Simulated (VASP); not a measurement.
Mo: electric field gradients with PBE

The system is Mo.

```xyz
1
Lattice="0.0000 1.9946 1.9946 1.9946 0.0000 1.9946 1.9946 1.9946 0.0000" Properties=species:S:1:pos:R:3 pbc="T T T"
Mo    0.0000    0.0000    0.0000
```

This cell differs from its parent crystal: volume scaled by 0.97.

```json
{
 "Program": "VASP 6.6.1",
 "Task": "electric field gradients",
 "Functional": "PBE",
 "Potentials or basis": "VASP PAW PBE potentials, release 64 (Mo_sv)",
 "Cutoff": "520 eV",
 "k mesh": "17 × 17 × 17",
 "Occupations": "fermi-dirac, width 0.08 eV",
 "Spin": "no spin polarisation",
 "Dipole correction": "no",
 "Further INCAR settings": "ALGO = Normal; EDIFF = 1e-08; NBANDS = 13"
}
```

| Quantity | Value |
| --- | --- |
| Pressure | 2.9 GPa |
| Band gap on the k mesh | zero (band 7 reaches 15.87 eV, above the bottom of band 8 at 11.21 eV) |

Levels at points of the mesh, in eV from the Fermi level:
| k point | band 4 | band 5 | band 6 | band 7 | band 8 | band 9 | band 10 | band 11 |
| --- | --- | --- | --- | --- | --- | --- | --- | --- |
| (0.00, 0.00, 0.00) | -34.03 | -6.76 | -0.73 | -0.73 | -0.73 | 1.99 | 1.99 | 13.10 |

Wall time 11 s on 1 thread of Intel(R) Xeon(R) 6975P-C (Granite Rapids) (shared host), peak memory 0.16 GiB.

Caveat: without QUAD_EFG the Cq values of the log hold for a quadrupole moment of 1 mb, not for the nuclei.
